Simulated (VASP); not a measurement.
## AlNi: single point with PBE

The system is AlNi.

```xyz
2
Lattice="2.8931 0.0000 0.0217 0.0000 2.8931 0.0000 0.0217 0.0000 2.8931" Properties=species:S:1:pos:R:3 pbc="T T T"
Al    0.0000    0.0000    0.0000
Ni    1.4574    1.4465    1.4574
```

This cell differs from its parent crystal: strain +0.0150 x Voigt [0, 0, 0, 0, 1, 0].

```yaml
Program: VASP 6.6.1
Task: single point
Functional: PBE
Potentials_or_basis: VASP PAW PBE potentials, release 64 (Al, Ni)
Cutoff: 520 eV
k_mesh: 20 × 20 × 20
Occupations: gaussian, width 0.15 eV
Spin: no spin polarisation
```

```yaml
Pressure: -0.2 GPa
Band_gap_on_the_k_mesh: zero (an odd number of electrons rules out a gap without spin polarisation)
```

Stress tensor (GPa, compression positive):
```
-0.16  0.00 -1.73
 0.00 -0.15  0.00
-1.73  0.00 -0.16
```

Levels at points of the mesh, in eV from the Fermi level:
```csv
k point,band 4,band 5,band 6,band 7,band 8,band 9,band 10,band 11
"(0.00, 0.00, 0.00)",-1.53,-1.51,-1.49,5.40,5.45,5.50,8.09,8.09
"(0.50, 0.00, 0.00)",-2.20,-2.20,-1.43,-0.63,8.25,9.96,9.97,10.75
"(0.00, 0.50, 0.00)",-2.23,-2.18,-1.43,-0.63,8.27,9.91,10.01,10.76
"(0.50, 0.50, 0.00)",-2.85,-2.03,-2.03,-0.99,1.46,2.41,12.12,15.00
"(0.50, 0.00, 0.50)",-2.74,-2.04,-2.02,-0.99,1.45,2.43,12.13,14.94
"(0.50, 0.50, 0.50)",-0.97,-0.97,1.92,2.00,2.12,3.60,4.31,4.39
```

It took 120 s on 1 thread of Intel(R) Xeon(R) 6975P-C (Granite Rapids), with other jobs on the host, peak memory 0.51 GiB.

Caveat: the cell differs from its parent crystal (strain +0.0150 x Voigt [0, 0, 0, 0, 1, 0]). Spin polarisation is off, so any magnetic state and its effect on volume and gap are missing.
